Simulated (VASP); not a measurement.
Sn, 1 atom in the cell. Symmetry: Im-3m, No. 229, cubic system. The conventional cell has a = 3.789 Å, b = 3.789 Å, c = 3.789 Å, α = 90.00°, β = 90.00°, γ = 90.00°. Within 4.3 Å of Sn (site symmetry m-3m) lie 14 Sn at 3.28 to 3.79 Å. 

| Property | Result |
| --- | --- |
| Program | VASP 6.6.1 |
| Task | relaxation of cell and atoms |
| Functional | LDA |
| Potentials or basis | VASP PAW LDA potentials, release 64 (Sn_d) |
| Cutoff | 600 eV |
| k mesh | 11 × 11 × 11 |
| Occupations | fermi-dirac, width 0.1 eV |
| Spin | no spin polarisation |
| Target pressure | 2 GPa |
| Dipole correction | no |
| Further INCAR settings | ALGO = Normal; EDIFF = 1e-06; IBRION = 2; EDIFFG = -0.01; NSW = 80; ISIF = 3 |

Potentials or basis: VASP PAW LDA potentials, release 64 (Sn_d).

Command:

```bash
$ cat potpaw_LDA.64/Sn_d/POTCAR > POTCAR
$ mpirun -np 1 vasp_std > vasp.out
```

Hardware: 1 thread of Intel(R) Xeon(R) Platinum 8488C (Sapphire Rapids), with other jobs on the host.

Question: How long does it take, and how much memory?

Answer: It took 25 s on 1 thread of Intel(R) Xeon(R) Platinum 8488C (Sapphire Rapids), on a shared host, peak memory 0.16 GiB. Counts: scf iterations 24, k points 56, ion steps 3.
